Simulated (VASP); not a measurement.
# Os (P-1) in VASP: single point with PBE

Aim: the single point of Os with PBE.

All numbers are computed with VASP 6.6.1; they aren't measurements. Logs are shortened: lines on timing, memory, paths and dates and some standing lists are left out, and cuts for length are marked.

## Step 1: The cell of the first run

The typed cell holds 2 atoms: a = 2.734 Å, b = 2.734 Å, c = 4.320 Å, α = 90.00°, β = 90.00°, γ = 120.00°.

## Step 2: Single point, PBE (atom 1 (Os) moved by (-0.100, -0.200) A along x and z)

INCAR

```
SYSTEM = Os
  ALGO = Fast
  EDIFF = 1E-7
  ENCUT = 520
  GGA = PE
  ISIF = 2
  ISMEAR = 0
  LASPH = .True.
  LCHARG = .False.
  LREAL = .False.
  LWAVE = .False.
  NBANDS = 15
  NELM = 60
  PREC = Accurate
  SIGMA = 0.15
```

KPOINTS

```
k-points
0
Gamma
  18 18 12
  0 0 0
```

POSCAR

```
Os
1.0
    2.7340999755      0.0000000000      0.0000000000
   -1.3670499878      2.3678000353      0.0000000000
    0.0000000000      0.0000000000      4.3197000000
Os
2
Direct
    0.2967582260      0.6666666667      0.2037004885
    0.6666666667      0.3333333333      0.7500000000
```

Potentials or basis: VASP PAW PBE potentials, release 64 (Os).

Command:

```bash
$ cat potpaw_PBE.64/Os/POTCAR > POTCAR
$ mpirun -np 1 vasp_std > vasp.out
```

OUTCAR:

```text
SYSTEM = Os
   EDIFF = 1E-7
   ENCUT = 520
   GGA = PE
   ISIF = 2
   ISMEAR = 0
   LASPH = .True.
   LREAL = .False.
   NELM = 60
   PREC = Accurate

 ion  position               nearest neighbor table
   1  0.297  0.667  0.204-   2 2.46   2 2.52   2 2.57   2 2.79   2 2.84   2 2.89
   2  0.667  0.333  0.750-   1 2.46   1 2.52   1 2.57   1 2.79   1 2.84   1 2.89

  LATTYP: Found a hexagonal cell.
 ALAT       =     2.7340999755
 C/A-ratio  =     1.5799349105

  Lattice vectors:

 A1 = (   2.7340999755,   0.0000000000,   0.0000000000)
 A2 = (  -1.3670499878,   2.3678000353,   0.0000000000)
 A3 = (   0.0000000000,   0.0000000000,   4.3197000000)

Analysis of symmetry for initial positions (statically):
=====================================================================
 Subroutine PRICEL returns:
 Original cell was already a primitive cell.

 Routine SETGRP: Setting up the symmetry group for a
 hexagonal supercell.

 Subroutine GETGRP returns: Found  2 space group operations
 (whereof  1 operations were pure point group operations)
 out of a pool of 24 trial point group operations.

The static configuration has the point symmetry C_1 .
 The point group associated with its full space group is S_2 .

Analysis of symmetry for dynamics (positions and initial velocities):
=====================================================================
 Subroutine PRICEL returns:
 Original cell was already a primitive cell.

 Routine SETGRP: Setting up the symmetry group for a
 hexagonal supercell.

 Subroutine GETGRP returns: Found  2 space group operations
 (whereof  1 operations were pure point group operations)
 out of a pool of 24 trial point group operations.

The dynamic configuration has the point symmetry C_1 .
 The point group associated with its full space group is S_2 .

 Subroutine INISYM returns: Found  2 space group operations
 (whereof  1 operations are pure point group operations),
 and found     1 'primitive' translations

----------------------------------------------------------------------------------------

                                     Primitive cell

  volume of cell :      27.9649

  direct lattice vectors                    reciprocal lattice vectors
     2.734099975  0.000000000  0.000000000     0.365751073  0.211166481  0.000000000
    -1.367049988  2.367800035  0.000000000     0.000000000  0.422332961  0.000000000
     0.000000000  0.000000000  4.319700000     0.000000000  0.000000000  0.231497558

  length of vectors
     2.734099975  2.734099976  4.319700000     0.422332961  0.422332961  0.231497558

  position of ions in fractional coordinates (direct lattice)
     0.296758226  0.666666667  0.203700488
     0.666666667  0.333333333  0.750000000

  ion indices of the primitive-cell ions
   primitive index   ion index
                 1           1
                 2           2

----------------------------------------------------------------------------------------

 KPOINTS: k-points

Automatic generation of k-mesh.
 Grid dimensions read from file:
 generate k-points for:   18   18   12

 Generating k-lattice:

  Cartesian coordinates                     Fractional coordinates (reciprocal lattice)
     0.020319504  0.011731471  0.000000000     0.055555556  0.000000000  0.000000000
     0.000000000  0.023462942  0.000000000     0.000000000  0.055555556  0.000000000
     0.000000000  0.000000000  0.019291463     0.000000000  0.000000000  0.083333333

  Length of vectors
     0.023462942  0.023462942  0.019291463

  Shift w.r.t. Gamma in fractional coordinates (k-lattice)
     0.000000000  0.000000000  0.000000000

 Subroutine IBZKPT returns following result:
 ===========================================

 Found   1948 irreducible k-points:

 Following reciprocal coordinates:
            Coordinates               Weight
  0.000000  0.000000  0.000000      1.000000
  0.055556  0.000000  0.000000      2.000000
  0.000000  0.055556  0.000000      2.000000
 -0.055556  0.055556  0.000000      2.000000
  0.111111  0.000000  0.000000      2.000000
  0.000000  0.111111  0.000000      2.000000
[... 16 lines left out ...]
  0.444444  0.000000  0.000000      2.000000
  0.000000  0.444444  0.000000      2.000000
 [... further k-points ...]
   k-points           NKPTS =   1948   k-points in BZ     NKDIM =   1948   number of bands    NBANDS=     15
   number of dos      NEDOS =    301   number of ions     NIONS =      2
   total plane-waves  NPLWV =  12800
   dimension x,y,z NGX =    20 NGY =   20 NGZ =   32
   dimension x,y,z NGXF=    40 NGYF=   40 NGZF=   64
   ions per type =               2
   NGX,Y,Z   is equivalent  to a cutoff of  12.16, 12.16, 12.32 a.u.
   NGXF,Y,Z  is equivalent  to a cutoff of  24.32, 24.32, 24.63 a.u.
 SYSTEM =  Os
   PREC   = accura    normal or accurate (medium, high low for compatibility)
   ISTART =      0    job   : 0-new  1-cont  2-samecut
   ICHARG =      2    charge: 1-file 2-atom 10-const
   ISPIN  =      1    spin polarized calculation?
   LNONCOLLINEAR =      F non collinear calculations
   LSORBIT =      F    spin-orbit coupling
   LASPH  =      T    aspherical Exc in radial PAW
   ENCUT  =  520.0 eV  38.22 Ry    6.18 a.u.   5.08  5.08  8.03*2*pi/ulx,y,z
   NELM   =     60;   NELMIN=  2; NELMDL= -5     # of ELM steps
   EDIFF  = 0.1E-06   stopping-criterion for ELM
   LREAL  =      F    real-space projection
   EDIFFG = 0.1E-05   stopping-criterion for IOM
   NSW    =      0    number of steps for IOM
   IBRION =     -1    ionic relax: 0-MD 1-quasi-New 2-CG
   NFREE  =      0    steps in history (QN), initial steepest desc. (CG)
   ISIF   =      2    stress and relaxation
   ISYM   =      2    0-nonsym 1-usesym 2-fastsym
   POTIM  = 0.5000    time-step for ionic-motion
   TEBEG  =    0.0;   TEEND  =   0.0 temperature during run
   PSTRESS=    0.0 pullay stress
   NELECT =      16.0000    total number of electrons
   NUPDOWN=      -1.0000    fix difference up-down
   EMIN   =  10.00;   EMAX   =-10.00  energy-range for DOS
   EFERMI =   0.00;   METHOD = LEGACY
   ISMEAR =     0;   SIGMA  =   0.15  broadening in eV -4-tet -1-fermi 0-gaus
   EFERMI_NEDOS =   21; number of points for ismear=-14 and -15
   IALGO  =     68    algorithm
   IMIX   =      4    mixing-type and parameters
     AMIX     =   0.40;   BMIX     =  1.00
     AMIX_MAG =   1.60;   BMIX_MAG =  1.00
  volume/ion in A,a.u.               =      13.98        94.36
  Fermi-wavevector in a.u.,A,eV,Ry     =   1.359076  2.568282 25.131162  1.847088
  Thomas-Fermi vector in A             =   2.485855
   LORBIT       =      0    0 simple, 1 ext, 2 COOP (PROOUT), +10 PAW based schemes
   GGA     = PE    functional components
   LHFCALC =     F    Hartree Fock is set to
   AEXX    =    0.0000 exact exchange contribution
   IVDW    =     0    specifies the selected vdW correction
   LEPSILON=     F    determine dielectric tensor
   LRPA    =     F    only Hartree local field effects (RPA)
 non-spin polarized calculation
 RMM-DIIS sequential band-by-band and
 Gauss-broadening in eV      SIGMA  =   0.15
  energy-cutoff  :      520.00
  volume of cell :       27.96
 maximum number of plane-waves:       770
   NGX = 11   NGY = 11   NGZ = 17

 number of electron      15.9999999 magnetization

 Free energy of the ion-electron system (eV)
  ---------------------------------------------------
  ext. energy  EPLUGINS =         0.00000000
  ---------------------------------------------------
  free energy    TOTEN  =       -22.06640202 eV

  energy without entropy =      -22.04780889  energy(sigma->0) =      -22.05710546

 E-fermi :   9.5742     XC(G=0): -14.0298

 val. band max:        9.5737469786   @ k =  -0.2778  -0.1667   0.0833
 cond. band min:       9.5742650806   @ k =   0.3889  -0.3333   0.2500
 fundamental gap:      0.0005181020
 Fermi energy:         9.5741583822

 k-point     1 :       0.0000    0.0000    0.0000
  band No.  band energies     occupation
      1      -1.4611      2.00000
      2       1.5448      2.00000
      3       6.1615      2.00000
      4       6.2975      2.00000
      5       6.3642      2.00000
      6       6.6863      2.00000
      7       7.0005      2.00000
      8       8.1450      2.00000
      9       8.6395      2.00000
     10       9.8581      0.00744
     11      10.9142      0.00000
     12      11.7983      0.00000
     13      17.8894      0.00000
     14      23.3936      0.00000
     15      26.6594      0.00000

 k-point     2 :       0.0556    0.0000    0.0000
  band No.  band energies     occupation
      1      -1.3340      2.00000
      2       1.6608      2.00000
      3       5.8858      2.00000
      4       6.3783      2.00000
      5       6.4546      2.00000
      6       6.7176      2.00000
      7       7.1050      2.00000
      8       8.0554      2.00000
      9       8.5640      2.00000
     10       9.2634      1.99661
     11      11.0474      0.00000
     12      12.4969      0.00000
     13      17.9240      0.00000
     14      23.6445      0.00000
     15      26.8389      0.00000

 k-point     3 :       0.0000    0.0556    0.0000
  band No.  band energies     occupation
      1      -1.3346      2.00000
      2       1.6564      2.00000
      3       5.9117      2.00000
      4       6.3392      2.00000
      5       6.5593      2.00000
      6       6.6026      2.00000
      7       7.1219      2.00000
      8       8.0725      2.00000
      9       8.5491      2.00000
     10       9.2028      1.99954
     11      11.2599      0.00000
     12      12.3510      0.00000
     13      17.9225      0.00000
     14      23.6575      0.00000
     15      26.8162      0.00000
[... 343 lines left out ...]
 k-point    23 :       0.4444    0.0000    0.0000
  band No.  band energies     occupation
      1       2.1020      2.00000
      2       2.5525      2.00000
      3       3.2935      2.00000
      4       5.8965      2.00000
      5       6.2065      2.00000
      6       6.6638      2.00000
      7       7.5289      2.00000
      8      11.0754      0.00000
      9      11.8508      0.00000
     10      12.3161      0.00000
     11      12.8871      0.00000
     12      16.4476      0.00000
     13      18.3136      0.00000
     14      21.0951      0.00000
     15      21.7130      0.00000

 k-point    24 :       0.0000    0.4444    0.0000
  band No.  band energies     occupation
      1       2.0702      2.00000
      2       2.3794      2.00000
      3       3.0991      2.00000
      4       5.8169      2.00000
      5       6.4227      2.00000
      6       7.0271      2.00000
      7       7.6048      2.00000
      8      11.1702      0.00000
      9      11.7546      0.00000
     10      12.3178      0.00000
     11      12.7942      0.00000
     12      16.5326      0.00000
     13      18.0649      0.00000
     14      21.1366      0.00000
     15      21.8151      0.00000

 [... further k-points ...]
[... 5 lines left out ...]
  --------------------------------------------------------------------------------------
  -------------------------------------------------------------------------------------
  Total        2.5349340      2.5416615      5.1810365      0.5012734      0.0506165      0.7946380
  in kB      145.2326410    145.6180789    296.8344043     28.7191924      2.8999452     45.5267784
  external PRESSURE =     195.8950414 kB  Pullay stress =       0.0000000 kB

 VOLUME and BASIS-vectors are now :
 -----------------------------------------------------------------------------
  energy-cutoff  :      520.00
  volume of cell :       27.96
      direct lattice vectors                 reciprocal lattice vectors
     2.734099975  0.000000000  0.000000000     0.365751073  0.211166481  0.000000000
    -1.367049988  2.367800035  0.000000000     0.000000000  0.422332961  0.000000000
     0.000000000  0.000000000  4.319700000     0.000000000  0.000000000  0.231497558

 POSITION                                       TOTAL-FORCE (eV/Angst)
 -----------------------------------------------------------------------------------
     -0.10000      1.57853      0.87993         0.994561     -0.029305      3.901816
      1.36705      0.78927      3.23977        -0.994561      0.029305     -3.901816
 -----------------------------------------------------------------------------------
    total drift:                                0.000000     -0.000002      0.000000

  FREE ENERGIE OF THE ION-ELECTRON SYSTEM (eV)
  ---------------------------------------------------
  free  energy   TOTEN  =       -22.0664020209 eV

  energy  without entropy=      -22.0478088928  energy(sigma->0) =      -22.05710546
```

It took 12 min on 1 thread of Oxide Virtual Turin-like, shared host; peak memory 0.71 GiB.

Results:

```
Free energy            : -22.0664 eV
Pressure               : 19.6 GPa
Largest force          : 4.027 eV/Å
Band gap on the k mesh : zero (band 8 reaches 11.58 eV, above the bottom of band 9 at 7.92 eV)
```

Forces on the atoms (eV/Å):
```
Os   0.995 -0.029  3.902
Os  -0.995  0.029 -3.902
```

Levels at points of the mesh, in eV from the Fermi level:
```csv
k point,band 5,band 6,band 7,band 8,band 9,band 10,band 11,band 12
"(0.00, 0.00, 0.00)",-3.21,-2.89,-2.57,-1.43,-0.93,0.28,1.34,2.22
"(0.50, 0.00, 0.00)",-3.16,-2.96,-1.94,1.75,2.40,2.86,4.58,5.42
"(0.00, 0.50, 0.00)",-2.94,-2.58,-1.89,1.88,2.29,2.83,4.33,5.67
"(0.50, 0.50, 0.00)",-2.71,-2.19,-1.73,2.01,2.24,2.98,4.07,5.88
"(0.00, 0.00, 0.50)",-3.59,-3.50,-3.45,-2.52,0.16,0.68,1.40,1.43
"(0.50, 0.00, 0.50)",-2.25,-0.31,-0.12,0.25,1.98,2.32,2.53,3.55
"(0.00, 0.50, 0.50)",-2.25,-0.38,-0.29,0.06,2.07,2.33,2.61,3.85
"(0.50, 0.50, 0.50)",-2.42,-0.51,-0.46,-0.21,2.16,2.41,2.64,4.15
```

Caveat: the cell differs from its parent crystal (atom 1 (Os) moved by (-0.100, -0.200) A along x and z); spin-orbit coupling is left out, which moves the levels of the heavy elements; forces of over 1 eV/Å act on the atoms, so gaps and moduli don't describe the material at rest.
